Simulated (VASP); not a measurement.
A run of VASP 6.6.1 is set up as follows.

File POSCAR:

```
Nb
1.0
    0.0000000000      2.1150000000      2.1150000000
    2.1150000000      0.0000000000      2.1150000000
    2.1150000000      2.1150000000      0.0000000000
Nb
1
Direct
    0.0000000000      0.0000000000      0.0000000000
```

File INCAR.step1:

```
PREC = Accurate ; ENCUT = 520
EDIFF = 1E-5 ; ISMEAR = -1
SIGMA = 0.05 ; LREAL = False
LASPH = True ; NELM = 60
ALGO = Normal ; ISIF = 2
LWAVE = True ; LCHARG = False
NBANDS = 12 ; GGA = PE
```

Contents of INCAR.step2:

```
PREC = Accurate ; ENCUT = 520
EDIFF = 1E-7 ; ISMEAR = -1
SIGMA = 0.05 ; LREAL = False
LASPH = True ; NELM = 60
ALGO = Normal ; ISIF = 2
LWAVE = False ; LCHARG = False
METAGGA = R2SCAN ; LHFCALC = True
AEXX = 0.5 ; LMIXTAU = True
PRECFOCK = Normal ; NBANDS = 12
ISTART = 1
```

KPOINTS

```
Automatic mesh
0
Gamma
  6 6 6
```

Potentials or basis: VASP PAW PBE potentials, release 64 (Nb_sv).

The run is started by

```console
$ cat potpaw_PBE.64/Nb_sv/POTCAR > POTCAR
$ cp INCAR.step1 INCAR
$ mpirun -np 1 vasp_std > vasp.out
$ cp INCAR.step2 INCAR
$ mpirun -np 1 vasp_std > vasp.out
```

(1) Estimate the pressure.

(2) What does it give for the band gap on the k mesh?

Results:

(1) -8.7 GPa.

(2) zero (an odd number of electrons rules out a gap without spin polarisation).

Caveat: the k points lie up to 0.43 Å⁻¹ apart, too coarse for converged energies and pressures of a metal; the PAW data sets were made with another functional, which shifts forces and pressure a little.
